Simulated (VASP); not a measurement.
# GaN (P6_3mc) in VASP: a series of runs

Runs on GaN. Level: PBEsol. Tasks: relaxation of cell and atoms.

All numbers are computed with VASP 6.6.1; they aren't measurements. Logs are shortened: lines on timing, memory, paths and dates and some standing lists are left out, and cuts for length are marked.

## 1. The cell of the first run

The structure is hexagonal, space group P6_3mc (No. 186). Conventional cell: a = 3.183 Å, b = 3.183 Å, c = 5.185 Å, α = 90.00°, β = 90.00°, γ = 120.00°. Within 2.6 Å of Ga (site symmetry 3m) lie 4 N at 1.95 Å. Within 2.6 Å of N (site symmetry 3m) lie 4 Ga at 1.95 Å.

## 2. Relaxation of cell and atoms, PBEsol, target pressure 2 GPa, at which the enthalpy is minimised

INCAR

```
SYSTEM = GaN
PREC = Accurate
ENCUT = 600
EDIFF = 1E-7
ISMEAR = 0
SIGMA = 0.01
LREAL = .False.
LASPH = .True.
NELM = 80
ALGO = Normal
ISIF = 3
LWAVE = .False.
LCHARG = .False.
GGA = PS
IBRION = 2
NSW = 100
EDIFFG = -0.002
PSTRESS = 20.0
```

KPOINTS

```
Automatic mesh
0
Gamma
  8 8 4
  0 0 0
```

POSCAR

```
GaN
1.0
    3.1825745955      0.0000000000      0.0000000000
   -1.5912872977      2.7561904491      0.0000000000
    0.0000000000      0.0000000000      5.1854102025
Ga N
2 2
Direct
    0.3333333333      0.6666666667     -0.0008061560
    0.6666666667      0.3333333333      0.4991938440
    0.3333333333      0.6666666667      0.3758061560
    0.6666666667      0.3333333333      0.8758061560
```

Potentials or basis: VASP PAW PBE potentials, release 64 (Ga_d, N).

Launch:

```sh
> cat potpaw_PBE.64/Ga_d/POTCAR potpaw_PBE.64/N/POTCAR > POTCAR
> mpirun -np 1 vasp_std > vasp.out
```

OUTCAR:

```text
SYSTEM = GaN
   PREC = Accurate
   ENCUT = 600
   EDIFF = 1E-7
   ISMEAR = 0
   LREAL = .False.
   LASPH = .True.
   NELM = 80
   ISIF = 3
   GGA = PS
   IBRION = 2
   NSW = 100
   EDIFFG = -0.002
   PSTRESS = 20.0

 ion  position               nearest neighbor table
   1  0.333  0.667  0.999-   4 1.95   4 1.95   4 1.95   3 1.95
   2  0.667  0.333  0.499-   3 1.95   3 1.95   3 1.95   4 1.95
   3  0.333  0.667  0.376-   2 1.95   2 1.95   2 1.95   1 1.95
   4  0.667  0.333  0.876-   1 1.95   1 1.95   1 1.95   2 1.95

  LATTYP: Found a hexagonal cell.
 ALAT       =     3.1825745955
 C/A-ratio  =     1.6293130128

  Lattice vectors:

 A1 = (   3.1825745955,   0.0000000000,   0.0000000000)
 A2 = (  -1.5912872977,   2.7561904491,   0.0000000000)
 A3 = (   0.0000000000,   0.0000000000,   5.1854102025)

Analysis of symmetry for initial positions (statically):
=====================================================================
 Subroutine PRICEL returns:
 Original cell was already a primitive cell.

 Routine SETGRP: Setting up the symmetry group for a
 hexagonal supercell.

 Subroutine GETGRP returns: Found 12 space group operations
 (whereof  6 operations were pure point group operations)
 out of a pool of 24 trial point group operations.

The static configuration has the point symmetry C_3v.
 The point group associated with its full space group is C_6v.

Analysis of symmetry for dynamics (positions and initial velocities):
=====================================================================
 Subroutine PRICEL returns:
 Original cell was already a primitive cell.

 Routine SETGRP: Setting up the symmetry group for a
 hexagonal supercell.

 Subroutine GETGRP returns: Found 12 space group operations
 (whereof  6 operations were pure point group operations)
 out of a pool of 24 trial point group operations.

The dynamic configuration has the point symmetry C_3v.
 The point group associated with its full space group is C_6v.

 Subroutine INISYM returns: Found 12 space group operations
 (whereof  6 operations are pure point group operations),
 and found     1 'primitive' translations

----------------------------------------------------------------------------------------

                                     Primitive cell

  volume of cell :      45.4853

  direct lattice vectors                    reciprocal lattice vectors
     3.182574596  0.000000000  0.000000000     0.314211017  0.181409815  0.000000000
    -1.591287298  2.756190449  0.000000000     0.000000000  0.362819630  0.000000000
     0.000000000  0.000000000  5.185410202     0.000000000  0.000000000  0.192848774

  length of vectors
     3.182574596  3.182574595  5.185410202     0.362819630  0.362819630  0.192848774

  position of ions in fractional coordinates (direct lattice)
     0.333333333  0.666666667  0.999193844
     0.666666667  0.333333333  0.499193844
     0.333333333  0.666666667  0.375806156
     0.666666667  0.333333333  0.875806156

  ion indices of the primitive-cell ions
   primitive index   ion index
                 1           1
                 2           2
                 3           3
                 4           4

----------------------------------------------------------------------------------------

 KPOINTS: Automatic mesh

Automatic generation of k-mesh.
 Grid dimensions read from file:
 generate k-points for:    8    8    4

 Generating k-lattice:

  Cartesian coordinates                     Fractional coordinates (reciprocal lattice)
     0.039276377  0.022676227  0.000000000     0.125000000  0.000000000  0.000000000
     0.000000000  0.045352454  0.000000000     0.000000000  0.125000000  0.000000000
     0.000000000  0.000000000  0.048212193     0.000000000  0.000000000  0.250000000

  Length of vectors
     0.045352454  0.045352454  0.048212193

  Shift w.r.t. Gamma in fractional coordinates (k-lattice)
     0.000000000  0.000000000  0.000000000

 Subroutine IBZKPT returns following result:
 ===========================================

 Found     30 irreducible k-points:

 Following reciprocal coordinates:
            Coordinates               Weight
  0.000000  0.000000  0.000000      1.000000
  0.125000  0.000000  0.000000      6.000000
  0.250000  0.000000  0.000000      6.000000
  0.375000  0.000000  0.000000      6.000000
  0.500000  0.000000  0.000000      3.000000
  0.125000  0.125000  0.000000      6.000000
[... 16 lines left out ...]
  0.250000  0.000000  0.500000      6.000000
  0.375000  0.000000  0.500000      6.000000
 [... further k-points ...]
   k-points           NKPTS =     30   k-points in BZ     NKDIM =     30   number of bands    NBANDS=     22
   number of dos      NEDOS =    301   number of ions     NIONS =      4
   total plane-waves  NPLWV =  32928
   dimension x,y,z NGX =    28 NGY =   28 NGZ =   42
   dimension x,y,z NGXF=    56 NGYF=   56 NGZF=   84
   ions per type =               2   2
   NGX,Y,Z   is equivalent  to a cutoff of  14.63, 14.63, 13.47 a.u.
   NGXF,Y,Z  is equivalent  to a cutoff of  29.25, 29.25, 26.93 a.u.
 SYSTEM =  GaN
   PREC   = accura    normal or accurate (medium, high low for compatibility)
   ISTART =      0    job   : 0-new  1-cont  2-samecut
   ICHARG =      2    charge: 1-file 2-atom 10-const
   ISPIN  =      1    spin polarized calculation?
   LNONCOLLINEAR =      F non collinear calculations
   LSORBIT =      F    spin-orbit coupling
   LASPH  =      T    aspherical Exc in radial PAW
   ENCUT  =  600.0 eV  44.10 Ry    6.64 a.u.   6.36  6.36 10.36*2*pi/ulx,y,z
   NELM   =     80;   NELMIN=  2; NELMDL= -5     # of ELM steps
   EDIFF  = 0.1E-06   stopping-criterion for ELM
   LREAL  =      F    real-space projection
   EDIFFG = -.2E-02   stopping-criterion for IOM
   NSW    =    100    number of steps for IOM
   IBRION =      2    ionic relax: 0-MD 1-quasi-New 2-CG
   NFREE  =      1    steps in history (QN), initial steepest desc. (CG)
   ISIF   =      3    stress and relaxation
   ISYM   =      2    0-nonsym 1-usesym 2-fastsym
   POTIM  = 0.5000    time-step for ionic-motion
   TEBEG  =    0.0;   TEEND  =   0.0 temperature during run
   PSTRESS=   20.0 pullay stress
   NELECT =      36.0000    total number of electrons
   NUPDOWN=      -1.0000    fix difference up-down
   EMIN   =  10.00;   EMAX   =-10.00  energy-range for DOS
   EFERMI =   0.00;   METHOD = LEGACY
   ISMEAR =     0;   SIGMA  =   0.01  broadening in eV -4-tet -1-fermi 0-gaus
   EFERMI_NEDOS =   21; number of points for ismear=-14 and -15
   IALGO  =     38    algorithm
   IMIX   =      4    mixing-type and parameters
     AMIX     =   0.40;   BMIX     =  1.00
     AMIX_MAG =   1.60;   BMIX_MAG =  1.00
  volume/ion in A,a.u.               =      11.37        76.74
  Fermi-wavevector in a.u.,A,eV,Ry     =   1.514324  2.861657 31.200553  2.293176
  Thomas-Fermi vector in A             =   2.623996
   LORBIT       =      0    0 simple, 1 ext, 2 COOP (PROOUT), +10 PAW based schemes
   GGA     = PS    functional components
   LHFCALC =     F    Hartree Fock is set to
   AEXX    =    0.0000 exact exchange contribution
   IVDW    =     0    specifies the selected vdW correction
   LEPSILON=     F    determine dielectric tensor
   LRPA    =     F    only Hartree local field effects (RPA)
 conjugate gradient relaxation of ions
 non-spin polarized calculation
 Gauss-broadening in eV      SIGMA  =   0.01
  energy-cutoff  :      600.00
  volume of cell :       45.49
 maximum number of plane-waves:      1538
 NGX is ok and might be reduce to    28
   NGX = 13   NGY = 13   NGZ = 21

--------------------------------------- Ionic step        1  -------------------------------------------

 number of electron      35.9999996 magnetization

 Free energy of the ion-electron system (eV)
  ---------------------------------------------------
  ext. energy  EPLUGINS =         0.00000000
  ---------------------------------------------------
  free energy    TOTEN  =       -26.27160214 eV

  energy without entropy =      -26.27160214  energy(sigma->0) =      -26.27160214

------------------------ aborting loop because EDIFF is reached ----------------------------------------

  FORCE on cell =-STRESS in cart. coord.  units (eV):
  Direction    XX          YY          ZZ          XY          YZ          ZX
  --------------------------------------------------------------------------------------
  -------------------------------------------------------------------------------------
  Total       -0.1121302     -0.1121302     -0.1067960     -0.0000000      0.0000000      0.0000000
  in kB       -3.9496842     -3.9496842     -3.7617913     -0.0000000      0.0000000      0.0000000
  external PRESSURE =     -23.8870532 kB  Pullay stress =      20.0000000 kB
[... 225 lines left out ...]
  enthalpy is  TOTEN    =       -25.7080198678 eV   P V=        0.5609442598

--------------------------------------- Ionic step        7  -------------------------------------------

 number of electron      35.9999992 magnetization

 Free energy of the ion-electron system (eV)
  ---------------------------------------------------
  ext. energy  EPLUGINS =         0.00000000
  ---------------------------------------------------
  free energy    TOTEN  =       -26.26892528 eV

  energy without entropy =      -26.26892528  energy(sigma->0) =      -26.26892528

 E-fermi :   5.4249     XC(G=0): -11.9943

 val. band max:        5.3711389946   @ k =   0.0000   0.0000   0.0000
 cond. band min:       7.3459677787   @ k =   0.0000   0.0000   0.0000
 fundamental gap:      1.9748287841
 Fermi energy:         5.4248741616

 k-point     1 :       0.0000    0.0000    0.0000
  band No.  band energies     occupation
      1     -10.7541      2.00000
      2      -9.7442      2.00000
      3      -8.0463      2.00000
      4      -8.0299      2.00000
      5      -8.0299      2.00000
      6      -7.9646      2.00000
[... 574 lines left out ...]
      6      -7.8621      2.00000
[... 14 lines left out ...]
     21      13.2177      0.00000
     22      13.2177      0.00000

 [... further k-points ...]

------------------------ aborting loop because EDIFF is reached ----------------------------------------

  FORCE on cell =-STRESS in cart. coord.  units (eV):
  Direction    XX          YY          ZZ          XY          YZ          ZX
  --------------------------------------------------------------------------------------
  -------------------------------------------------------------------------------------
  Total        0.5591757      0.5591757      0.5664120      0.0000000      0.0000000      0.0000000
  in kB       19.9383584     19.9383584     20.1963834      0.0000000      0.0000000      0.0000000
  external PRESSURE =       0.0243667 kB  Pullay stress =      20.0000000 kB
[... 19 lines left out ...]
  FREE ENERGIE OF THE ION-ELECTRON SYSTEM (eV)
  ---------------------------------------------------
  free  energy   TOTEN  =       -26.2689252814 eV

  energy  without entropy=      -26.2689252814  energy(sigma->0) =      -26.26892528

  enthalpy is  TOTEN    =       -25.7080208644 eV   P V=        0.5609044169

 reached required accuracy - stopping structural energy minimisation
```

Run time: 1.9 min. Hardware: 1 thread of Intel Xeon Platinum 8488C (Sapphire Rapids), shared host; peak memory 0.2 GiB.

What came out:

| Property | Result |
| --- | --- |
| Free energy | -26.2689 eV |
| Relaxed volume | 11.23 Å³/atom |
| Relaxed cell | a = 3.170 Å, b = 3.170 Å, c = 5.164 Å, α = 90.00°, β = 90.00°, γ = 120.00° |
| Space group after relaxing (to 0.05 Å) | P6_3mc (No. 186) |
| Energy change on relaxing (the enthalpy is what falls) | +0.7 meV/atom |
| Ionic steps | 7 |
| Pressure after relaxing | 2.0 GPa |
| Band gap on the k mesh | 1.97 eV, direct |

Step by step:
```tsv
step	energy change (eV)	largest force (eV/Å)	pressure (GPa)	volume (Å³)
1	0.0000	0.0002	-0.39	45.49
2	0.0138	0.0058	4.48	44.38
3	0.0028	0.0027	2.03	44.93
4	0.0026	0.0027	1.95	44.94
5	0.0026	0.0005	1.94	44.94
6	0.0026	0.0000	1.94	44.94
7	0.0027	0.0003	2.00	44.93
```

Final structure:
```xyz
4
Lattice="3.1696 0.0000 0.0000 -1.5848 2.7450 0.0000 0.0000 0.0000 5.1644" Properties=species:S:1:pos:R:3 pbc="T T T"
Ga    0.0000    1.8300    5.1604
Ga    1.5848    0.9150    2.5782
N     0.0000    1.8300    1.9407
N     1.5848    0.9150    4.5229
```

Caveat: the cell is relaxed towards a set pressure, so the enthalpy falls and the energy may rise; the PAW data sets were made with another functional, which shifts forces and pressure a little.

## 3. Relaxation of cell and atoms, PBEsol, target pressure 4 GPa, at which the enthalpy is minimised

INCAR

```
PREC = Accurate
ENCUT = 600
EDIFF = 1E-6
ISMEAR = 0
SIGMA = 0.01
LREAL = False
LASPH = True
NELM = 100
ALGO = Normal
ISIF = 3
LWAVE = False
LCHARG = False
GGA = PS
IBRION = 2
NSW = 100
EDIFFG = -0.002
PSTRESS = 40.0
```

KPOINTS

```
regular mesh
0
Gamma
  8 8 4
```

POSCAR is that of step 2.

Potentials or basis: VASP PAW PBE potentials, release 64 (Ga_d, N).

Launch:

```sh
> cat potpaw_PBE.64/Ga_d/POTCAR potpaw_PBE.64/N/POTCAR > POTCAR
> mpirun -np 1 vasp_std > vasp.out
```

It took 2.5 min on 1 thread of Intel Xeon Platinum 8488C (Sapphire Rapids), shared host; peak memory 0.2 GiB.

The run converged. Its results:

* Free energy: -26.2606 eV
* Relaxed volume: 11.12 Å³/atom
* Relaxed cell: a = 3.159 Å, b = 3.159 Å, c = 5.147 Å, α = 90.00°, β = 90.00°, γ = 120.00°
* Space group after relaxing (to 0.05 Å): P6_3mc (No. 186)
* Energy change on relaxing (the enthalpy is what falls): +2.8 meV/atom
* Ionic steps: 14
* Pressure after relaxing: 4.0 GPa
* Band gap on the k mesh: 2.04 eV, direct

Step by step:
| step | energy change (eV) | largest force (eV/Å) | pressure (GPa) | volume (Å³) |
| --- | --- | --- | --- | --- |
| 1 | 0.0000 | 0.0002 | -0.37 | 45.49 |
| 2 | 0.0513 | 0.0104 | 8.94 | 43.48 |
| 3 | 0.0110 | 0.0048 | 4.07 | 44.48 |
| 4 | 0.0105 | 0.0047 | 3.61 | 44.50 |
| 5 | 0.0108 | 0.0009 | 4.02 | 44.49 |
| 6 | 0.0107 | 0.0017 | 3.93 | 44.50 |
| 7 | 0.0108 | 0.0011 | 4.03 | 44.49 |
| 8 | 0.0107 | 0.0016 | 3.96 | 44.49 |
| 9 | 0.0108 | 0.0007 | 3.93 | 44.49 |
| 10 | 0.0108 | 0.0033 | 3.98 | 44.49 |
| 11 | 0.0108 | 0.0002 | 3.94 | 44.49 |
| 12 | 0.0112 | 0.0021 | 4.25 | 44.48 |
| 13 | 0.0109 | 0.0002 | 3.79 | 44.49 |
| 14 | 0.0110 | 0.0014 | 4.00 | 44.48 |

Final structure:
```
Ga N
1.0
     3.15897    0.00000    0.00000
    -1.57948    2.73575    0.00000
     0.00000    0.00000    5.14719
Ga N
2 2
Cartesian
  0.0000 1.8238 5.1432
  1.5795 0.9119 2.5696
  0.0000 1.8238 1.9342
  1.5795 0.9119 4.5078
```

Levels at points of the mesh, in eV from the valence-band top:
```tsv
k point	band 15	band 16	band 17	band 18	band 19	band 20	band 21	band 22
(0.00, 0.00, 0.00)	-1.08	-0.05	0.00	0.00	2.04	4.36	9.24	9.95
(0.50, 0.00, 0.00)	-4.38	-2.87	-2.32	-1.04	5.01	5.64	6.01	8.76
(0.00, 0.00, 0.50)	-0.55	-0.55	-0.55	-0.55	4.36	4.36	8.50	8.50
(0.50, 0.00, 0.50)	-2.03	-2.03	-1.97	-1.97	4.37	4.37	7.84	7.84
```

Caveat: the cell is relaxed towards a set pressure, so the enthalpy falls and the energy may rise; the PAW data sets were made with another functional, which shifts forces and pressure a little.

(Part 1 of 2 ends here.)
